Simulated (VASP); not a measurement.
# Ti (P6_3/mmc) in VASP: further runs

The runs below take Ti through single point, with r2SCAN.

All numbers are computed with VASP 6.6.1; they aren't measurements. Logs are shortened: lines on timing, memory, paths and dates and some standing lists are left out, and cuts for length are marked.

## Step 1: The cell of the first run

Symmetry: P6_3/mmc, No. 194, hexagonal system. Conventional cell: a = 2.976 Å, b = 2.976 Å, c = 4.512 Å, α = 90.00°, β = 90.00°, γ = 120.00°. Within 3.7 Å of Ti (site symmetry -6m2) lie 12 Ti at 2.84 to 2.98 Å.

## Step 2: Single point, r2SCAN

Input file POSCAR:

```
Ti
1.0
    2.9760183373      0.0000000000      0.0000000000
   -1.4880091687      2.5773074822      0.0000000000
    0.0000000000      0.0000000000      4.5117218788
Ti
2
Direct
    0.3333333333      0.6666666667      0.2500000000
    0.6666666667      0.3333333333      0.7500000000
```

Input file INCAR.step1:

```
PREC = Accurate
ENCUT = 520
ISMEAR = 0
SIGMA = 0.15
LREAL = F
LASPH = T
NELM = 100
NBANDS = 19
GGA = PE
ALGO = Normal
EDIFF = 1E-4
LWAVE = T
LCHARG = F
```

Input file INCAR.step2:

```
PREC = Accurate
ENCUT = 520
EDIFF = 1E-7
ISMEAR = 0
SIGMA = 0.15
LREAL = F
LASPH = T
NELM = 100
ALGO = Normal
ISIF = 2
LWAVE = F
LCHARG = F
METAGGA = R2SCAN
LMIXTAU = T
NBANDS = 19
ISTART = 1
```

Input file KPOINTS:

```
regular mesh
0
Gamma
  24 24 14
```

Potentials or basis: VASP PAW PBE potentials, release 64 (Ti_sv).

On the command line:

```sh
$ cat potpaw_PBE.64/Ti_sv/POTCAR > POTCAR
$ cp INCAR.step1 INCAR
$ mpirun -np 1 vasp_std > vasp.out
$ cp INCAR.step2 INCAR
$ mpirun -np 1 vasp_std > vasp.out
```

OUTCAR:

```text
PREC = Accurate
   ENCUT = 520
   EDIFF = 1E-7
   ISMEAR = 0
   LREAL = F
   LASPH = T
   NELM = 100
   ISIF = 2
   METAGGA = R2SCAN
   ISTART = 1

 ion  position               nearest neighbor table
   1  0.333  0.667  0.250-   2 2.84   2 2.84   2 2.84   2 2.84   2 2.84   2 2.84
   2  0.667  0.333  0.750-   1 2.84   1 2.84   1 2.84   1 2.84   1 2.84   1 2.84

  LATTYP: Found a hexagonal cell.
 ALAT       =     2.9760183373
 C/A-ratio  =     1.5160262362

  Lattice vectors:

 A1 = (   2.9760183373,   0.0000000000,   0.0000000000)
 A2 = (  -1.4880091687,   2.5773074822,   0.0000000000)
 A3 = (   0.0000000000,   0.0000000000,   4.5117218788)

Analysis of symmetry for initial positions (statically):
=====================================================================
 Subroutine PRICEL returns:
 Original cell was already a primitive cell.

 Routine SETGRP: Setting up the symmetry group for a
 hexagonal supercell.

 Subroutine GETGRP returns: Found 24 space group operations
 (whereof 12 operations were pure point group operations)
 out of a pool of 24 trial point group operations.

The static configuration has the point symmetry D_3d.
 The point group associated with its full space group is D_6h.

Analysis of symmetry for dynamics (positions and initial velocities):
=====================================================================
 Subroutine PRICEL returns:
 Original cell was already a primitive cell.

 Routine SETGRP: Setting up the symmetry group for a
 hexagonal supercell.

 Subroutine GETGRP returns: Found 24 space group operations
 (whereof 12 operations were pure point group operations)
 out of a pool of 24 trial point group operations.

The dynamic configuration has the point symmetry D_3d.
 The point group associated with its full space group is D_6h.

 Subroutine INISYM returns: Found 24 space group operations
 (whereof 12 operations are pure point group operations),
 and found     1 'primitive' translations

----------------------------------------------------------------------------------------

                                     Primitive cell

  volume of cell :      34.6054

  direct lattice vectors                    reciprocal lattice vectors
     2.976018337  0.000000000  0.000000000     0.336019435  0.194000911  0.000000000
    -1.488009169  2.577307482  0.000000000     0.000000000  0.388001822  0.000000000
     0.000000000  0.000000000  4.511721879     0.000000000  0.000000000  0.221644868

  length of vectors
     2.976018337  2.976018337  4.511721879     0.388001822  0.388001822  0.221644868

  position of ions in fractional coordinates (direct lattice)
     0.333333333  0.666666667  0.250000000
     0.666666667  0.333333333  0.750000000

  ion indices of the primitive-cell ions
   primitive index   ion index
                 1           1
                 2           2

----------------------------------------------------------------------------------------

 KPOINTS: regular mesh

Automatic generation of k-mesh.
 Grid dimensions read from file:
 generate k-points for:   24   24   14

 Generating k-lattice:

  Cartesian coordinates                     Fractional coordinates (reciprocal lattice)
     0.014000810  0.008083371  0.000000000     0.041666667  0.000000000  0.000000000
     0.000000000  0.016166743  0.000000000     0.000000000  0.041666667  0.000000000
     0.000000000  0.000000000  0.015831776     0.000000000  0.000000000  0.071428571

  Length of vectors
     0.016166743  0.016166743  0.015831776

  Shift w.r.t. Gamma in fractional coordinates (k-lattice)
     0.000000000  0.000000000  0.000000000

 Subroutine IBZKPT returns following result:
 ===========================================

 Found    488 irreducible k-points:

 Following reciprocal coordinates:
            Coordinates               Weight
  0.000000  0.000000  0.000000      1.000000
  0.041667 -0.000000  0.000000      6.000000
  0.083333 -0.000000  0.000000      6.000000
  0.125000 -0.000000  0.000000      6.000000
  0.166667  0.000000  0.000000      6.000000
  0.208333  0.000000  0.000000      6.000000
[... 16 lines left out ...]
  0.416667  0.041667  0.000000     12.000000
  0.458333  0.041667  0.000000     12.000000
 [... further k-points ...]
   k-points           NKPTS =    488   k-points in BZ     NKDIM =    488   number of bands    NBANDS=     19
   number of dos      NEDOS =    301   number of ions     NIONS =      2
   total plane-waves  NPLWV =  20736
   dimension x,y,z NGX =    24 NGY =   24 NGZ =   36
   dimension x,y,z NGXF=    48 NGYF=   48 NGZF=   72
   ions per type =               2
   NGX,Y,Z   is equivalent  to a cutoff of  13.41, 13.41, 13.27 a.u.
   NGXF,Y,Z  is equivalent  to a cutoff of  26.81, 26.81, 26.53 a.u.
 SYSTEM =  unknown system
   PREC   = accura    normal or accurate (medium, high low for compatibility)
   ISTART =      1    job   : 0-new  1-cont  2-samecut
   ICHARG =      0    charge: 1-file 2-atom 10-const
   ISPIN  =      1    spin polarized calculation?
   LNONCOLLINEAR =      F non collinear calculations
   LSORBIT =      F    spin-orbit coupling
   LASPH  =      T    aspherical Exc in radial PAW
   ENCUT  =  520.0 eV  38.22 Ry    6.18 a.u.   5.53  5.53  8.39*2*pi/ulx,y,z
   NELM   =    100;   NELMIN=  2; NELMDL=  0     # of ELM steps
   EDIFF  = 0.1E-06   stopping-criterion for ELM
   LREAL  =      F    real-space projection
   EDIFFG = 0.1E-05   stopping-criterion for IOM
   NSW    =      0    number of steps for IOM
   IBRION =     -1    ionic relax: 0-MD 1-quasi-New 2-CG
   NFREE  =      0    steps in history (QN), initial steepest desc. (CG)
   ISIF   =      2    stress and relaxation
   ISYM   =      2    0-nonsym 1-usesym 2-fastsym
   POTIM  = 0.5000    time-step for ionic-motion
   TEBEG  =    0.0;   TEEND  =   0.0 temperature during run
   PSTRESS=    0.0 pullay stress
   NELECT =      24.0000    total number of electrons
   NUPDOWN=      -1.0000    fix difference up-down
   EMIN   =  10.00;   EMAX   =-10.00  energy-range for DOS
   EFERMI =   0.00;   METHOD = LEGACY
   ISMEAR =     0;   SIGMA  =   0.15  broadening in eV -4-tet -1-fermi 0-gaus
   EFERMI_NEDOS =   21; number of points for ismear=-14 and -15
   IALGO  =     38    algorithm
   IMIX   =      4    mixing-type and parameters
     AMIX     =   0.40;   BMIX     =  1.00
     AMIX_MAG =   1.60;   BMIX_MAG =  1.00
  volume/ion in A,a.u.               =      17.30       116.76
  Fermi-wavevector in a.u.,A,eV,Ry     =   1.449096  2.738395 28.570596  2.099880
  Thomas-Fermi vector in A             =   2.566862
   LORBIT       =      0    0 simple, 1 ext, 2 COOP (PROOUT), +10 PAW based schemes
   METAGGA = R2SCAN    functional components
   LHFCALC =     F    Hartree Fock is set to
   AEXX    =    0.0000 exact exchange contribution
   IVDW    =     0    specifies the selected vdW correction
   LEPSILON=     F    determine dielectric tensor
   LRPA    =     F    only Hartree local field effects (RPA)
 non-spin polarized calculation
 Gauss-broadening in eV      SIGMA  =   0.15
  energy-cutoff  :      520.00
  volume of cell :       34.61
 maximum number of plane-waves:       966
 NGX is ok and might be reduce to    24
   NGX = 11   NGY = 11   NGZ = 17

 number of electron      24.0000003 magnetization

 Free energy of the ion-electron system (eV)
  ---------------------------------------------------
  ext. energy  EPLUGINS =         0.00000000
  ---------------------------------------------------
  free energy    TOTEN  =       -25.89596347 eV

  energy without entropy =      -25.87688482  energy(sigma->0) =      -25.88642415

 E-fermi :   8.4578     XC(G=0): -12.4135

 val. band max:        8.4569909116   @ k =   0.1667   0.0000   0.2143
 cond. band min:       8.4629980662   @ k =   0.3750   0.2500   0.2857
 fundamental gap:      0.0060071545
 Fermi energy:         8.4577853705

 k-point     1 :       0.0000    0.0000    0.0000
  band No.  band energies     occupation
      1     -50.8057      2.00000
      2     -50.6361      2.00000
      3     -26.4079      2.00000
      4     -25.7253      2.00000
      5     -25.7253      2.00000
      6     -25.6012      2.00000
[... 11 lines left out ...]
     18      10.0475      0.00000
     19      11.8142      0.00000

 k-point     2 :       0.0417   -0.0000    0.0000
  band No.  band energies     occupation
      1     -50.8040      2.00000
      2     -50.6356      2.00000
      3     -26.4038      2.00000
      4     -25.7325      2.00000
      5     -25.7280      2.00000
      6     -25.6039      2.00000
[... 11 lines left out ...]
     18      10.0176      0.00000
     19      11.8326      0.00000

 k-point     3 :       0.0833   -0.0000    0.0000
  band No.  band energies     occupation
      1     -50.7989      2.00000
      2     -50.6344      2.00000
      3     -26.3916      2.00000
      4     -25.7539      2.00000
      5     -25.7359      2.00000
      6     -25.6264      2.00000
[... 11 lines left out ...]
     18       9.9825      0.00000
     19      11.8829      0.00000

 k-point     4 :       0.1250   -0.0000    0.0000
  band No.  band energies     occupation
      1     -50.7906      2.00000
      2     -50.6324      2.00000
      3     -26.3717      2.00000
      4     -25.7880      2.00000
      5     -25.7481      2.00000
      6     -25.6618      2.00000
[... 407 lines left out ...]
     18      12.0590      0.00000
     19      12.3251      0.00000

 k-point    23 :       0.4167    0.0417    0.0000
  band No.  band energies     occupation
      1     -50.6902      2.00000
      2     -50.6275      2.00000
      3     -26.1465      2.00000
      4     -26.0948      2.00000
      5     -25.9973      2.00000
      6     -25.8663      2.00000
[... 11 lines left out ...]
     18      12.3445      0.00000
     19      12.4726      0.00000

 k-point    24 :       0.4583    0.0417    0.0000
  band No.  band energies     occupation
      1     -50.6843      2.00000
      2     -50.6290      2.00000
      3     -26.1616      2.00000
      4     -26.0753      2.00000
      5     -26.0096      2.00000
      6     -25.8713      2.00000
[... 11 lines left out ...]
     18      12.3541      0.00000
     19      12.8728      0.00000

 [... further k-points ...]

------------------------ aborting loop because EDIFF is reached ----------------------------------------

  FORCE on cell =-STRESS in cart. coord.  units (eV):
  Direction    XX          YY          ZZ          XY          YZ          ZX
  --------------------------------------------------------------------------------------
  -------------------------------------------------------------------------------------
  Total       -0.2695105     -0.2695105      0.8042423      0.0000000     -0.0000000      0.0000000
  in kB      -12.4779180    -12.4779180     37.2351680      0.0000000     -0.0000000      0.0000000
  external PRESSURE =       4.0931107 kB  Pullay stress =       0.0000000 kB

 VOLUME and BASIS-vectors are now :
 -----------------------------------------------------------------------------
  energy-cutoff  :      520.00
  volume of cell :       34.61
      direct lattice vectors                 reciprocal lattice vectors
     2.976018337  0.000000000  0.000000000     0.336019435  0.194000911  0.000000000
    -1.488009169  2.577307482  0.000000000     0.000000000  0.388001822  0.000000000
     0.000000000  0.000000000  4.511721879     0.000000000  0.000000000  0.221644868

 POSITION                                       TOTAL-FORCE (eV/Angst)
 -----------------------------------------------------------------------------------
     -0.00000      1.71820      1.12793        -0.000000     -0.000000      0.000000
      1.48801      0.85910      3.38379         0.000000      0.000000      0.000000
 -----------------------------------------------------------------------------------
    total drift:                                0.000000     -0.000000      0.000000

  FREE ENERGIE OF THE ION-ELECTRON SYSTEM (eV)
  ---------------------------------------------------
  free  energy   TOTEN  =       -25.8959634731 eV

  energy  without entropy=      -25.8768848194  energy(sigma->0) =      -25.88642415
```

Run time: 28 min. Hardware: 1 thread of Oxide Virtual Turin-like, shared host; peak memory 0.34 GiB.

What came out:

| Quantity | Value |
| --- | --- |
| Free energy | -25.8960 eV |
| Pressure | 0.4 GPa |
| Band gap on the k mesh | zero (bands 12 and 13 overlap by 1.26 eV) |

Levels at points of the mesh, in eV from the Fermi level:
```tsv
k point	band 9	band 10	band 11	band 12	band 13	band 14	band 15	band 16
(0.00, 0.00, 0.00)	-6.64	-2.88	0.79	0.79	1.01	1.24	1.41	1.41
(0.50, 0.00, 0.00)	-2.60	-2.35	-1.90	-1.02	0.38	0.86	1.44	3.38
(0.00, 0.00, 0.50)	-4.59	-4.59	0.23	0.23	0.63	0.63	0.63	0.63
(0.50, 0.00, 0.50)	-2.70	-2.70	-0.81	-0.81	1.21	1.21	1.76	1.76
```

Caveat: the PAW data sets were made with another functional, which shifts forces and pressure a little.

[end of part 1 of 2]
